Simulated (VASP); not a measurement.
Set up this calculation in VASP 6.6.1, as the native input.

| Property | Result |
| --- | --- |
| Task | relaxation of cell and atoms |
| Functional | r2SCAN |
| Potentials or basis | VASP PAW PBE potentials, release 64 (Mg, O) |
| Cutoff | 600 eV |
| k mesh | 12 × 12 × 4 |
| Occupations | fermi-dirac, width 0.02 eV |
| Spin | no spin polarisation |
| Dipole correction | no |
| Further INCAR settings | ALGO = Normal; EDIFF = 1e-06; IBRION = 2; EDIFFG = -0.005; NSW = 80; ISIF = 3 |

Crystal: MgO.

```xyz
4
Lattice="2.9581 0.0000 0.0000 -1.4790 2.5618 0.0000 0.0000 0.0000 5.1567" Properties=species:S:1:pos:R:3 pbc="T T T"
Mg    0.0000    0.0000    0.0000
Mg    0.0000    0.0000    2.5783
O     0.0000    1.7078    1.2892
O     1.4790    0.8539    3.8675
```

The input as run:

POSCAR

```
MgO
1.0
    2.9580674115      0.0000000000      0.0000000000
   -1.4790337058      2.5617615245      0.0000000000
    0.0000000000      0.0000000000      5.1566988608
Mg O
2 2
Direct
    0.0000000000      0.0000000000      0.0000000000
    0.0000000000      0.0000000000      0.5000000000
    0.3333333333      0.6666666667      0.2500000000
    0.6666666667      0.3333333333      0.7500000000
```

INCAR.step1

```
PREC     = Accurate       # precision mode
ENCUT    = 600            # plane-wave cutoff, eV
ISMEAR   = -1             # smearing method
SIGMA    = 0.02           # smearing width, eV
LREAL    = False          # projectors in reciprocal space
LASPH    = True           # aspherical terms in the spheres
NELM     = 60             # most SCF steps
GGA      = PE             # functional
ALGO     = Normal         # electronic algorithm
EDIFF    = 1E-4           # SCF threshold, eV
LWAVE    = True           # write WAVECAR
LCHARG   = False          # write CHGCAR
```

INCAR.step2

```
PREC     = Accurate       # precision mode
ENCUT    = 600            # plane-wave cutoff, eV
EDIFF    = 1E-6           # SCF threshold, eV
ISMEAR   = -1             # smearing method
SIGMA    = 0.02           # smearing width, eV
LREAL    = False          # projectors in reciprocal space
LASPH    = True           # aspherical terms in the spheres
NELM     = 60             # most SCF steps
ALGO     = Normal         # electronic algorithm
ISIF     = 3              # what is computed and relaxed
LWAVE    = False          # write WAVECAR
LCHARG   = False          # write CHGCAR
METAGGA  = R2SCAN         # meta-GGA
LMIXTAU  = True         
IBRION   = 2              # ionic algorithm
NSW      = 80             # ionic steps
EDIFFG   = -0.005         # ionic threshold
ISTART   = 1
```

KPOINTS

```
regular mesh
0
Gamma
  12 12 4
```

Potentials or basis: VASP PAW PBE potentials, release 64 (Mg, O).

Run with:

```sh
$ cat potpaw_PBE.64/Mg/POTCAR potpaw_PBE.64/O/POTCAR > POTCAR
$ cp INCAR.step1 INCAR
$ mpirun -np 1 vasp_std > vasp.out
$ cp INCAR.step2 INCAR
$ mpirun -np 1 vasp_std > vasp.out
```

Results of the run:

- Relaxed volume: 9.34 Å³/atom
- Relaxed cell: a = 2.915 Å, b = 2.915 Å, c = 5.078 Å, α = 90.00°, β = 90.00°, γ = 120.00°
- Space group after relaxing (to 0.1 Å): P6_3/mmc (No. 194)
- Energy gained by relaxing: 9.3 meV/atom
- Ionic steps: 7
- Pressure after relaxing: 0.0 GPa
- Band gap on the k mesh: 5.40 eV

Caveat: the PAW data sets were made with another functional, which shifts forces and pressure a little.

Wall time 11 min on 1 thread of Intel Xeon 8259CL, with other jobs on the host, peak memory 0.2 GiB.
